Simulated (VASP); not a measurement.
# SnO2 (Pnnm) in VASP: a series of runs, part 2 of 2

VASP 6.6.1. The steps go on from the part before.

## 4. Single point, r2SCAN (strain +0.0450 x Voigt [1, -1, 0, 0, 0, 0])

Contents of POSCAR:

```
SnO2
1.0
    4.9740099174      0.0000000000      0.0000000000
    0.0000000000      4.5458550247      0.0000000000
    0.0000000000      0.0000000000      3.2007107555
Sn O
2 4
Direct
    0.5000000000      0.5000000000      0.5000000000
    0.0000000000      0.0000000000      0.0000000000
    0.3058623572      0.3059582262      0.0000000000
    0.8058623572      0.1940417738      0.5000000000
    0.1941376428      0.8059582262      0.5000000000
    0.6941376428      0.6940417738      0.0000000000
```

Contents of INCAR.step1:

```
SYSTEM = SnO2
ALGO     = Normal         ! electronic algorithm
EDIFF    = 1E-4           ! SCF threshold, eV
ENCUT    = 520            ! plane-wave cutoff, eV
GGA      = PE             ! functional
ISMEAR   = 0              ! smearing method
LASPH    = .True.         ! aspherical terms in the spheres
LCHARG   = .False.        ! write CHGCAR
LREAL    = .False.        ! projectors in reciprocal space
LWAVE    = .True.         ! write WAVECAR
NBANDS   = 35             ! bands
NELM     = 60             ! most SCF steps
PREC     = Accurate       ! precision mode
SIGMA    = 0.05           ! smearing width, eV
```

Contents of INCAR.step2:

```
SYSTEM = SnO2
ALGO     = Normal         ! electronic algorithm
EDIFF    = 1E-6           ! SCF threshold, eV
ENCUT    = 520            ! plane-wave cutoff, eV
ISIF     = 2              ! what is computed and relaxed
ISMEAR   = 0              ! smearing method
ISTART   = 1            
LASPH    = .True.         ! aspherical terms in the spheres
LCHARG   = .False.        ! write CHGCAR
LMIXTAU  = .True.       
LREAL    = .False.        ! projectors in reciprocal space
LWAVE    = .False.        ! write WAVECAR
METAGGA  = R2SCAN         ! meta-GGA
NBANDS   = 35             ! bands
NELM     = 60             ! most SCF steps
PREC     = Accurate       ! precision mode
SIGMA    = 0.05           ! smearing width, eV
```

Contents of KPOINTS:

```
k-points
0
Gamma
  6 6 8
  0 0 0
```

Launch:

```sh
cat potpaw_PBE.64/Sn_d/POTCAR potpaw_PBE.64/O/POTCAR > POTCAR
cp INCAR.step1 INCAR
mpirun -np 1 vasp_std > vasp.out
cp INCAR.step2 INCAR
mpirun -np 1 vasp_std > vasp.out
```

Run time: 7.8 min. Hardware: 1 thread of Intel Xeon Platinum 8488C (Sapphire Rapids), shared host; peak memory 0.29 GiB.

It converged, with:

```yaml
Free_energy: -84.5453 eV
Pressure: 1.1 GPa
Largest_force: 0.074 eV/Å
Band_gap_on_the_k_mesh: 1.75 eV, direct
```

Forces on the atoms (eV/Å):
```
Sn   0.000  0.000  0.000
Sn   0.000  0.000  0.000
O    0.058 -0.046  0.000
O    0.058  0.046  0.000
O   -0.058 -0.046  0.000
O   -0.058  0.046  0.000
```

Stress tensor (GPa, compression positive):
```
-3.33  0.00  0.00
 0.00  4.94  0.00
 0.00  0.00  1.74
```

Levels at points of the mesh, in eV from the valence-band top:
| k point | band 22 | band 23 | band 24 | band 25 | band 26 | band 27 | band 28 | band 29 | band 30 | band 31 |
| --- | --- | --- | --- | --- | --- | --- | --- | --- | --- | --- |
| (0.00, 0.00, 0.00) | -1.38 | -1.07 | -1.03 | -0.56 | 0.00 | 1.75 | 6.79 | 6.81 | 7.32 | 11.11 |
| (0.50, 0.00, 0.00) | -2.09 | -1.12 | -1.12 | -0.47 | -0.47 | 4.94 | 4.94 | 7.78 | 7.78 | 11.61 |
| (0.00, 0.50, 0.00) | -1.88 | -1.23 | -1.23 | -0.80 | -0.80 | 5.00 | 5.00 | 7.78 | 7.78 | 11.84 |
| (0.50, 0.50, 0.00) | -1.96 | -1.31 | -1.31 | -0.94 | -0.94 | 5.42 | 5.42 | 8.14 | 8.14 | 11.66 |
| (0.00, 0.00, 0.50) | -2.59 | -1.68 | -1.68 | -1.27 | -1.27 | 6.79 | 6.79 | 10.46 | 10.46 | 11.42 |
| (0.50, 0.00, 0.50) | -1.66 | -1.28 | -1.28 | -0.78 | -0.78 | 7.03 | 7.03 | 8.75 | 8.75 | 11.79 |
| (0.00, 0.50, 0.50) | -1.84 | -0.93 | -0.93 | -0.59 | -0.59 | 7.10 | 7.10 | 8.79 | 8.79 | 11.81 |
| (0.50, 0.50, 0.50) | -2.39 | -0.94 | -0.94 | -0.84 | -0.84 | 5.48 | 5.48 | 9.40 | 9.40 | 12.04 |

Caveat: the cell differs from its parent crystal (strain +0.0450 x Voigt [1, -1, 0, 0, 0, 0]); the PAW data sets were made with another functional, which shifts forces and pressure a little; spin-orbit coupling is left out, which moves the levels of the heavy elements.

## 5. Single point, r2SCAN (strain -0.0300 x Voigt [1, -1, 0, 0, 0, 0])

POSCAR: that of step 4 with these lines changed.

```diff
@@ -2,4 +2,4 @@
 1.0
-    4.9740099174      0.0000000000      0.0000000000
-    0.0000000000      4.5458550247      0.0000000000
+    4.6170235597      0.0000000000      0.0000000000
+    0.0000000000      4.9028593460      0.0000000000
     0.0000000000      0.0000000000      3.2007107555
```

Contents of INCAR.step1:

```
  PREC = Accurate
  ENCUT = 520
  ISMEAR = 0
  SIGMA = 0.05
  LREAL = F
  LASPH = T
  NELM = 80
  NBANDS = 35
  GGA = PE
  ALGO = Normal
  EDIFF = 1E-4
  LWAVE = T
  LCHARG = F
```

Contents of INCAR.step2:

```
  PREC = Accurate
  ENCUT = 520
  EDIFF = 1E-6
  ISMEAR = 0
  SIGMA = 0.05
  LREAL = F
  LASPH = T
  NELM = 80
  ALGO = Normal
  ISIF = 2
  LWAVE = F
  LCHARG = F
  METAGGA = R2SCAN
  LMIXTAU = T
  NBANDS = 35
  ISTART = 1
```

Contents of KPOINTS:

```
regular mesh
0
Gamma
  6 6 8
```

Potentials or basis: VASP PAW PBE potentials, release 64 (Sn_d, O).

Launch:

```sh
cat potpaw_PBE.64/Sn_d/POTCAR potpaw_PBE.64/O/POTCAR > POTCAR
cp INCAR.step1 INCAR
mpirun -np 1 vasp_std > vasp.out
cp INCAR.step2 INCAR
mpirun -np 1 vasp_std > vasp.out
```

OUTCAR:

```text
PREC = Accurate
   ENCUT = 520
   EDIFF = 1E-6
   ISMEAR = 0
   LREAL = F
   LASPH = T
   NELM = 80
   ISIF = 2
   METAGGA = R2SCAN
   ISTART = 1

 ion  position               nearest neighbor table
   1  0.500  0.500  0.500-   4 2.06   5 2.06   3 2.07   6 2.07   3 2.07   6 2.07   2 3.73   2 3.73
                             2 3.73   2 3.73   2 3.73   2 3.73   2 3.73   2 3.73
   2  0.000  0.000  0.000-   3 2.06   6 2.06   5 2.07   4 2.07   4 2.07   5 2.07   1 3.73   1 3.73
                             1 3.73   1 3.73   1 3.73   1 3.73   1 3.73   1 3.73
   3  0.306  0.306  0.000-   2 2.06   1 2.07   1 2.07
   4  0.806  0.194  0.500-   1 2.06   2 2.07   2 2.07
   5  0.194  0.806  0.500-   1 2.06   2 2.07   2 2.07
   6  0.694  0.694  0.000-   2 2.06   1 2.07   1 2.07
[... 1124 lines left out ...]
  Total        1.6142034     -0.8572434      0.7112876      0.0000000      0.0000000      0.0000000
  in kB       35.6952869    -18.9564392     15.7288822      0.0000000      0.0000000      0.0000000
  external PRESSURE =      10.8225767 kB  Pullay stress =       0.0000000 kB

 VOLUME and BASIS-vectors are now :
 -----------------------------------------------------------------------------
  energy-cutoff  :      520.00
  volume of cell :       72.45
      direct lattice vectors                 reciprocal lattice vectors
     4.617023560  0.000000000  0.000000000     0.216589755  0.000000000  0.000000000
     0.000000000  4.902859346  0.000000000     0.000000000  0.203962612  0.000000000
     0.000000000  0.000000000  3.200710755     0.000000000  0.000000000  0.312430606

 POSITION                                       TOTAL-FORCE (eV/Angst)
 -----------------------------------------------------------------------------------
      2.30851      2.45143      1.60036         0.000000     -0.000000      0.000000
      0.00000      0.00000      0.00000         0.000000     -0.000000      0.000000
      1.41217      1.50007      0.00000        -0.041906      0.024436     -0.000000
      3.72069      0.95136      1.60036        -0.041906     -0.024436     -0.000000
      0.89634      3.95150      1.60036         0.041906      0.024436     -0.000000
      3.20485      3.40279      0.00000         0.041906     -0.024436      0.000000
 -----------------------------------------------------------------------------------
    total drift:                                0.000000      0.000000      0.000000

  FREE ENERGIE OF THE ION-ELECTRON SYSTEM (eV)
  ---------------------------------------------------
  free  energy   TOTEN  =       -84.5925581465 eV

  energy  without entropy=      -84.5925581465  energy(sigma->0) =      -84.59255815
```

OUTCAR.step1:

```text
PREC = Accurate
   ENCUT = 520
   ISMEAR = 0
   LREAL = F
[... 1155 lines left out ...]
      1.41217      1.50007      0.00000        -0.056315      0.005640      0.000000
      3.72069      0.95136      1.60036        -0.056315     -0.005640      0.000000
      0.89634      3.95150      1.60036         0.056315      0.005640      0.000000
      3.20485      3.40279      0.00000         0.056315     -0.005640     -0.000000
 -----------------------------------------------------------------------------------
    total drift:                                0.000000      0.000000      0.000000

  FREE ENERGIE OF THE ION-ELECTRON SYSTEM (eV)
  ---------------------------------------------------
  free  energy   TOTEN  =       -37.1940437628 eV

  energy  without entropy=      -37.1940437628  energy(sigma->0) =      -37.19404376
```

Run time: 5.6 min. Hardware: 1 thread of Intel Xeon Platinum 8559C (Emerald Rapids), shared host; peak memory 0.28 GiB.

What came out:

```
Free energy            : -84.5926 eV
Pressure               : 1.1 GPa
Largest force          : 0.049 eV/Å
Band gap on the k mesh : 1.77 eV, direct
```

Forces on the atoms (eV/Å):
```
Sn   0.000  0.000  0.000
Sn   0.000  0.000  0.000
O   -0.042  0.024  0.000
O   -0.042 -0.024  0.000
O    0.042  0.024  0.000
O    0.042 -0.024  0.000
```

Levels at points of the mesh, in eV from the valence-band top:
```csv
k point,band 24,band 25,band 26,band 27,band 28,band 29
"(0.00, 0.00, 0.00)",-0.94,-0.63,0.00,1.77,6.80,6.89
"(0.50, 0.00, 0.00)",-1.21,-0.74,-0.74,5.01,5.01,7.80
"(0.00, 0.50, 0.00)",-1.13,-0.52,-0.52,4.97,4.97,7.79
"(0.50, 0.50, 0.00)",-1.30,-0.93,-0.93,5.43,5.43,8.18
"(0.00, 0.00, 0.50)",-1.67,-1.27,-1.27,6.84,6.84,10.50
"(0.50, 0.00, 0.50)",-0.99,-0.62,-0.62,7.13,7.13,8.83
"(0.00, 0.50, 0.50)",-1.23,-0.75,-0.75,7.09,7.09,8.80
"(0.50, 0.50, 0.50)",-0.95,-0.85,-0.85,5.50,5.50,9.53
```

Caveat: the cell differs from its parent crystal (strain -0.0300 x Voigt [1, -1, 0, 0, 0, 0]); the PAW data sets were made with another functional, which shifts forces and pressure a little; spin-orbit coupling is left out, which moves the levels of the heavy elements.

## 6. Summary

```tsv
cell	gap on the mesh (eV)	pressure (GPa)	largest force (eV/Å)
a = 4.474, b = 5.046, c = 3.201 Å, 6 atoms	1.71	1.1	0.11
a = 5.045, b = 4.474, c = 3.201 Å, 6 atoms	1.71	1.1	0.11
a = 4.974, b = 4.546, c = 3.201 Å, 6 atoms	1.75	1.1	0.07
a = 4.617, b = 4.903, c = 3.201 Å, 6 atoms	1.77	1.1	0.05
```

Alike in all rows: task single point; level r2SCAN; potentials or basis VASP PAW PBE potentials, release 64 (Sn_d, O); no spin polarisation; k mesh 6 × 6 × 8; cutoff (eV) 520; smearing gaussian 0.05 eV.

Caveats: the PAW data sets were made with another functional, which shifts forces and pressure a little; spin-orbit coupling is left out, which moves the levels of the heavy elements.

Absolute energies hang on the potentials; compare differences alone.
